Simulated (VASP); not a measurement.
A run of VASP 6.6.1:

INCAR

```
SYSTEM = CaNi2
PREC = Accurate
ENCUT = 520
EDIFF = 1E-6
ISMEAR = 0
SIGMA = 0.1
LREAL = .False.
LASPH = .True.
NELM = 100
ALGO = Fast
ISIF = 2
LWAVE = .False.
LCHARG = .False.
GGA = PS
NBANDS = 39
```

KPOINTS

```
regular mesh
0
Gamma
  10 10 10
  0 0 0
```

File POSCAR:

```
CaNi2
1.0
    0.0000000000      3.5329444584      3.5329444584
    3.5329444584      0.0000000000      3.5329444584
    3.5329444584      3.5329444584      0.0000000000
Ca Ni
2 4
Direct
    0.0000000000      0.0000000000      0.0000000000
    0.2500000000      0.2500000000      0.2500000000
    0.6250000000      0.6250000000      0.6250000000
    0.1250000000      0.6250000000      0.6250000000
    0.6250000000      0.1250000000      0.6250000000
    0.6250000000      0.6250000000      0.1250000000
```

Potentials or basis: VASP PAW PBE potentials, release 64 (Ca_sv, Ni).

Run with:

```sh
$ cat potpaw_PBE.64/Ca_sv/POTCAR potpaw_PBE.64/Ni/POTCAR > POTCAR
$ mpirun -np 1 vasp_std > vasp.out
```

Hardware: 1 thread of Intel(R) Xeon(R) Platinum 8488C (Sapphire Rapids), with other jobs on the host.

How long does it take, and how much memory?

Wall time 7.2 min on 1 thread of Intel(R) Xeon(R) Platinum 8488C (Sapphire Rapids), with other jobs on the host, peak memory 0.32 GiB. Counts: scf iterations 23, k points 47.
